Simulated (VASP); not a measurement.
# Li2S (Fm-3m) in VASP: a series of runs

Li2S is run at these levels: PBE; tasks: single point.

All numbers are computed with VASP 6.6.1; they aren't measurements. Logs are shortened: lines on timing, memory, paths and dates and some standing lists are left out, and cuts for length are marked.

## Step 1: The cell of the first run

Symmetry: Fm-3m, No. 225, cubic system. The conventional cell has a = 4.995 Å, b = 4.995 Å, c = 4.995 Å, α = 90.00°, β = 90.00°, γ = 90.00°. Li (site symmetry -43m) has 4 S at 2.16 Å and 6 Li at 2.50 Å within 2.9 Å. Within 2.9 Å of S (site symmetry m-3m) lie 8 Li at 2.16 Å.

## Step 2: Single point, PBE

Input file INCAR:

```
SYSTEM = Li2S
  PREC = Accurate
  ENCUT = 750
  EDIFF = 1E-6
  ISMEAR = 0
  SIGMA = 0.01
  LREAL = .FALSE.
  LASPH = .TRUE.
  NELM = 120
  ALGO = Normal
  ISIF = 2
  LWAVE = .FALSE.
  LCHARG = .TRUE.
  GGA = PE
  LELF = .TRUE.
  LVHAR = .TRUE.
  NBANDS = 13
  GGA_COMPAT = .FALSE.
```

Input file KPOINTS:

```
Automatic mesh
0
G
  8 8 8
  0 0 0
```

Input file POSCAR:

```
Li2S
1.0
    0.0000000000      2.4974461719      2.4974461719
    2.4974461719      0.0000000000      2.4974461719
    2.4974461719      2.4974461719      0.0000000000
Li S
2 1
Direct
    0.2500000000      0.2500000000      0.2500000000
    0.7500000000      0.7500000000      0.7500000000
    0.0000000000      0.0000000000      0.0000000000
```

Potentials or basis: VASP PAW PBE potentials, release 64 (Li_sv, S).

Launch:

```console
cat potpaw_PBE.64/Li_sv/POTCAR potpaw_PBE.64/S/POTCAR > POTCAR
mpirun -np 1 vasp_std > vasp.out
```

OUTCAR:

```text
SYSTEM = Li2S
   PREC = Accurate
   ENCUT = 750
   EDIFF = 1E-6
   ISMEAR = 0
   LREAL = .FALSE.
   LASPH = .TRUE.
   NELM = 120
   ISIF = 2
   GGA = PE

 ion  position               nearest neighbor table
   1  0.250  0.250  0.250-   3 2.16   3 2.16   3 2.16   3 2.16   2 2.50   2 2.50   2 2.50   2 2.50
                             2 2.50   2 2.50
   2  0.750  0.750  0.750-   3 2.16   3 2.16   3 2.16   3 2.16   1 2.50   1 2.50   1 2.50   1 2.50
                             1 2.50   1 2.50
   3  0.000  0.000  0.000-   2 2.16   2 2.16   2 2.16   1 2.16   2 2.16   1 2.16   1 2.16   1 2.16

  LATTYP: Found a face centered cubic cell.
 ALAT       =     4.9948923438

  Lattice vectors:

 A1 = (   0.0000000000,   2.4974461719,   2.4974461719)
 A2 = (   2.4974461719,   0.0000000000,   2.4974461719)
 A3 = (   2.4974461719,   2.4974461719,   0.0000000000)

Analysis of symmetry for initial positions (statically):
=====================================================================
 Subroutine PRICEL returns:
 Original cell was already a primitive cell.

 Routine SETGRP: Setting up the symmetry group for a
 face centered cubic supercell.

 Subroutine GETGRP returns: Found 48 space group operations
 (whereof 48 operations were pure point group operations)
 out of a pool of 48 trial point group operations.

The static configuration has the point symmetry O_h .

Analysis of symmetry for dynamics (positions and initial velocities):
=====================================================================
 Subroutine PRICEL returns:
 Original cell was already a primitive cell.

 Routine SETGRP: Setting up the symmetry group for a
 face centered cubic supercell.

 Subroutine GETGRP returns: Found 48 space group operations
 (whereof 48 operations were pure point group operations)
 out of a pool of 48 trial point group operations.

The dynamic configuration has the point symmetry O_h .

 Subroutine INISYM returns: Found 48 space group operations
 (whereof 48 operations are pure point group operations),
 and found     1 'primitive' translations

----------------------------------------------------------------------------------------

                                     Primitive cell

  volume of cell :      31.1543

  direct lattice vectors                    reciprocal lattice vectors
     0.000000000  2.497446172  2.497446172    -0.200204515  0.200204515  0.200204515
     2.497446172  0.000000000  2.497446172     0.200204515 -0.200204515  0.200204515
     2.497446172  2.497446172  0.000000000     0.200204515  0.200204515 -0.200204515

  length of vectors
     3.531922248  3.531922248  3.531922248     0.346764392  0.346764392  0.346764392

  position of ions in fractional coordinates (direct lattice)
     0.250000000  0.250000000  0.250000000
     0.750000000  0.750000000  0.750000000
     0.000000000  0.000000000  0.000000000

  ion indices of the primitive-cell ions
   primitive index   ion index
                 1           1
                 2           2
                 3           3

----------------------------------------------------------------------------------------

 KPOINTS: Automatic mesh

Automatic generation of k-mesh.
 Grid dimensions read from file:
 generate k-points for:    8    8    8

 Generating k-lattice:

  Cartesian coordinates                     Fractional coordinates (reciprocal lattice)
    -0.025025564  0.025025564  0.025025564     0.125000000  0.000000000  0.000000000
     0.025025564 -0.025025564  0.025025564     0.000000000  0.125000000  0.000000000
     0.025025564  0.025025564 -0.025025564     0.000000000  0.000000000  0.125000000

  Length of vectors
     0.043345549  0.043345549  0.043345549

  Shift w.r.t. Gamma in fractional coordinates (k-lattice)
     0.000000000  0.000000000  0.000000000

 Subroutine IBZKPT returns following result:
 ===========================================

 Found     29 irreducible k-points:

 Following reciprocal coordinates:
            Coordinates               Weight
  0.000000  0.000000  0.000000      1.000000
  0.125000  0.000000  0.000000      8.000000
  0.250000  0.000000  0.000000      8.000000
  0.375000  0.000000  0.000000      8.000000
  0.500000  0.000000  0.000000      4.000000
  0.125000  0.125000  0.000000      6.000000
[... 16 lines left out ...]
  0.500000  0.250000  0.125000     48.000000
 -0.375000  0.250000  0.125000     24.000000
 [... further k-points ...]
   k-points           NKPTS =     29   k-points in BZ     NKDIM =     29   number of bands    NBANDS=     13
   number of dos      NEDOS =    301   number of ions     NIONS =      3
   total plane-waves  NPLWV =  32768
   dimension x,y,z NGX =    32 NGY =   32 NGZ =   32
   dimension x,y,z NGXF=    64 NGYF=   64 NGZF=   64
   ions per type =               2   1
   NGX,Y,Z   is equivalent  to a cutoff of  15.06, 15.06, 15.06 a.u.
   NGXF,Y,Z  is equivalent  to a cutoff of  30.12, 30.12, 30.12 a.u.
 SYSTEM =  Li2S
   PREC   = accura    normal or accurate (medium, high low for compatibility)
   ISTART =      0    job   : 0-new  1-cont  2-samecut
   ICHARG =      2    charge: 1-file 2-atom 10-const
   ISPIN  =      1    spin polarized calculation?
   LNONCOLLINEAR =      F non collinear calculations
   LSORBIT =      F    spin-orbit coupling
   LASPH  =      T    aspherical Exc in radial PAW
   ENCUT  =  750.0 eV  55.12 Ry    7.42 a.u.   7.89  7.89  7.89*2*pi/ulx,y,z
   NELM   =    120;   NELMIN=  2; NELMDL= -5     # of ELM steps
   EDIFF  = 0.1E-05   stopping-criterion for ELM
   LREAL  =      F    real-space projection
[... 7 lines left out ...]
   TEBEG  =    0.0;   TEEND  =   0.0 temperature during run
   PSTRESS=    0.0 pullay stress
   NELECT =      12.0000    total number of electrons
   NUPDOWN=      -1.0000    fix difference up-down
   EMIN   =  10.00;   EMAX   =-10.00  energy-range for DOS
   EFERMI =   0.00;   METHOD = LEGACY
   ISMEAR =     0;   SIGMA  =   0.01  broadening in eV -4-tet -1-fermi 0-gaus
   EFERMI_NEDOS =   21; number of points for ismear=-14 and -15
   IALGO  =     38    algorithm
   IMIX   =      4    mixing-type and parameters
     AMIX     =   0.40;   BMIX     =  1.00
     AMIX_MAG =   1.60;   BMIX_MAG =  1.00
  volume/ion in A,a.u.               =      10.38        70.08
  Fermi-wavevector in a.u.,A,eV,Ry     =   1.191139  2.250926 19.304111  1.418812
  Thomas-Fermi vector in A             =   2.327208
   LORBIT       =      0    0 simple, 1 ext, 2 COOP (PROOUT), +10 PAW based schemes
   GGA     = PE    functional components
   LHFCALC =     F    Hartree Fock is set to
   AEXX    =    0.0000 exact exchange contribution
   IVDW    =     0    specifies the selected vdW correction
   LEPSILON=     F    determine dielectric tensor
   LRPA    =     F    only Hartree local field effects (RPA)
 non-spin polarized calculation
 Gauss-broadening in eV      SIGMA  =   0.01
  energy-cutoff  :      750.00
  volume of cell :       31.15
 maximum number of plane-waves:      1475
   NGX = 15   NGY = 15   NGZ = 15

 number of electron      11.9999996 magnetization

 Free energy of the ion-electron system (eV)
  ---------------------------------------------------
  ext. energy  EPLUGINS =         0.00000000
  ---------------------------------------------------
  free energy    TOTEN  =       -10.78221973 eV

  energy without entropy =      -10.78221973  energy(sigma->0) =      -10.78221973

 E-fermi :   4.5952     XC(G=0): -10.1053

 val. band max:        4.5552638845   @ k =   0.0000   0.0000   0.0000
 cond. band min:       7.3885456373   @ k =   0.5000   0.5000   0.0000
 fundamental gap:      2.8332817528
 Fermi energy:         4.5951580127

 k-point     1 :       0.0000    0.0000    0.0000
  band No.  band energies     occupation
      1     -39.3189      2.00000
      2     -39.1338      2.00000
      3      -7.7845      2.00000
      4       4.5553      2.00000
      5       4.5553      2.00000
      6       4.5553      2.00000
      7      10.6837      0.00000
      8      10.6837      0.00000
      9      10.6837      0.00000
     10      11.2130      0.00000
     11      16.6647      0.00000
     12      16.6647      0.00000
     13      18.9389      0.00000

 k-point     2 :       0.1250    0.0000    0.0000
  band No.  band energies     occupation
      1     -39.3108      2.00000
      2     -39.1399      2.00000
      3      -7.6904      2.00000
      4       3.6256      2.00000
      5       4.3877      2.00000
      6       4.3877      2.00000
      7      11.0418      0.00000
      8      11.0418      0.00000
      9      11.1234      0.00000
     10      11.9396      0.00000
     11      15.5999      0.00000
     12      15.5999      0.00000
     13      19.3746      0.00000

 k-point     3 :       0.2500    0.0000    0.0000
  band No.  band energies     occupation
      1     -39.2884      2.00000
      2     -39.1579      2.00000
      3      -7.4376      2.00000
      4       1.9575      2.00000
      5       4.0482      2.00000
      6       4.0482      2.00000
      7      11.4640      0.00000
      8      11.4640      0.00000
      9      11.7141      0.00000
     10      13.5229      0.00000
     11      15.2744      0.00000
     12      15.2744      0.00000
     13      20.5953      0.00000

 k-point     4 :       0.3750    0.0000    0.0000
  band No.  band energies     occupation
      1     -39.2562      2.00000
      2     -39.1857      2.00000
      3      -7.1371      2.00000
      4       0.6192      2.00000
      5       3.7716      2.00000
      6       3.7716      2.00000
      7      11.2315      0.00000
      8      11.2315      0.00000
      9      12.3820      0.00000
     10      14.6255      0.00000
     11      16.8783      0.00000
     12      16.8783      0.00000
     13      21.7918      0.00000

 k-point     5 :       0.5000    0.0000    0.0000
  band No.  band energies     occupation
      1     -39.2204      2.00000
      2     -39.2197      2.00000
      3      -6.9932      2.00000
      4       0.1069      2.00000
      5       3.6703      2.00000
      6       3.6703      2.00000
      7      11.0458      0.00000
      8      11.0458      0.00000
      9      12.7125      0.00000
     10      14.9762      0.00000
     11      19.1098      0.00000
     12      19.1098      0.00000
     13      20.3010      0.00000
[... 257 lines left out ...]
 k-point    22 :       0.3750    0.2500    0.1250
  band No.  band energies     occupation
      1     -39.2738      2.00000
      2     -39.1691      2.00000
      3      -7.2453      2.00000
      4       1.7992      2.00000
      5       2.8499      2.00000
      6       3.6723      2.00000
      7      10.7336      0.00000
      8      12.1447      0.00000
      9      12.4881      0.00000
     10      13.8214      0.00000
     11      15.3934      0.00000
     12      18.7791      0.00000
     13      22.0607      0.00000

 k-point    23 :       0.5000    0.2500    0.1250
  band No.  band energies     occupation
      1     -39.2479      2.00000
      2     -39.1914      2.00000
      3      -6.9942      2.00000
      4       0.8958      2.00000
      5       2.5610      2.00000
      6       3.2478      2.00000
      7      10.6889      0.00000
      8      12.3385      0.00000
      9      13.5016      0.00000
     10      14.6080      0.00000
     11      16.5407      0.00000
     12      19.5136      0.00000
     13      20.7323      0.00000

 k-point    24 :      -0.3750    0.2500    0.1250
  band No.  band energies     occupation
      1     -39.2191      2.00000
      2     -39.2187      2.00000
      3      -6.8768      2.00000
      4       0.4990      2.00000
      5       2.5931      2.00000
      6       2.9647      2.00000
      7      10.7099      0.00000
      8      12.1744      0.00000
      9      14.6631      0.00000
     10      15.1508      0.00000
     11      16.6190      0.00000
     12      18.7752      0.00000
     13      20.4180      0.00000

 [... further k-points ...]

------------------------ aborting loop because EDIFF is reached ----------------------------------------

  FORCE on cell =-STRESS in cart. coord.  units (eV):
  Direction    XX          YY          ZZ          XY          YZ          ZX
  --------------------------------------------------------------------------------------
  -------------------------------------------------------------------------------------
  Total        6.8352390      6.8352390      6.8352390      0.0000000      0.0000000     -0.0000000
  in kB      351.5166355    351.5166355    351.5166355      0.0000000      0.0000000     -0.0000000
  external PRESSURE =     351.5166355 kB  Pullay stress =       0.0000000 kB

 VOLUME and BASIS-vectors are now :
 -----------------------------------------------------------------------------
  energy-cutoff  :      750.00
  volume of cell :       31.15
      direct lattice vectors                 reciprocal lattice vectors
     0.000000000  2.497446172  2.497446172    -0.200204515  0.200204515  0.200204515
     2.497446172  0.000000000  2.497446172     0.200204515 -0.200204515  0.200204515
     2.497446172  2.497446172  0.000000000     0.200204515  0.200204515 -0.200204515

 POSITION                                       TOTAL-FORCE (eV/Angst)
 -----------------------------------------------------------------------------------
      1.24872      1.24872      1.24872        -0.000000     -0.000000     -0.000000
      3.74617      3.74617      3.74617         0.000000      0.000000      0.000000
      0.00000      0.00000      0.00000        -0.000000     -0.000000     -0.000000
 -----------------------------------------------------------------------------------
    total drift:                               -0.000000     -0.000000      0.000000

  FREE ENERGIE OF THE ION-ELECTRON SYSTEM (eV)
  ---------------------------------------------------
  free  energy   TOTEN  =       -10.7822197306 eV

  energy  without entropy=      -10.7822197306  energy(sigma->0) =      -10.78221973
```

Run time: 7.3 s. Hardware: 1 thread of Intel Xeon 6975P-C (Granite Rapids), shared host; peak memory 0.17 GiB.

Results:

| Property | Result |
| --- | --- |
| Free energy | -10.7822 eV |
| Pressure | 35.2 GPa |
| Band gap on the k mesh | 2.83 eV (least direct gap 5.28 eV) |

Caveat: the cell stands under pressure.

## Step 3: Single point, PBE (15.17 Å³/atom)

This run uses another cell than the first one, of 15.17 Å³/atom.

Input file INCAR:

```
  ALGO = Normal
  EDIFF = 1E-6
  ENCUT = 750
  GGA = PE
  GGA_COMPAT = F
  ISIF = 2
  ISMEAR = 0
  LASPH = T
  LCHARG = F
  LREAL = F
  LWAVE = F
  NBANDS = 13
  NELM = 120
  PREC = Accurate
  SIGMA = 0.01
```

Input file KPOINTS:

```
k-points
0
Gamma
  8 8 8
```

Input file POSCAR:

```
Li2S
1.0
    0.0000000000      2.8337082081      2.8337082081
    2.8337082081      0.0000000000      2.8337082081
    2.8337082081      2.8337082081      0.0000000000
Li S
2 1
Direct
    0.2500000000      0.2500000000      0.2500000000
    0.7500000000      0.7500000000      0.7500000000
    0.0000000000      0.0000000000      0.0000000000
```

Potentials or basis: VASP PAW PBE potentials, release 64 (Li_sv, S).

Launch:

```console
cat potpaw_PBE.64/Li_sv/POTCAR potpaw_PBE.64/S/POTCAR > POTCAR
mpirun -np 1 vasp_std > vasp.out
```

Run time: 11 s. Hardware: 1 thread of Intel Xeon 6975P-C (Granite Rapids), shared host; peak memory 0.2 GiB.

Results (log left out):

- Free energy: -11.9927 eV
- Pressure: 0.7 GPa
- Band gap on the k mesh: 3.38 eV (least direct gap 4.35 eV)

Levels at points of the mesh, in eV from the valence-band top:
| k point | band 4 | band 5 | band 6 | band 7 | band 8 | band 9 |
| --- | --- | --- | --- | --- | --- | --- |
| (0.00, 0.00, 0.00) | 0.00 | 0.00 | 0.00 | 4.35 | 6.24 | 6.24 |
| (0.50, 0.00, 0.00) | -2.93 | -0.52 | -0.52 | 6.18 | 6.58 | 6.58 |
| (0.50, 0.50, 0.00) | -2.20 | -1.45 | -1.45 | 3.38 | 7.13 | 11.21 |

A k mesh can miss the band edges.

[end of part 1 of 2]
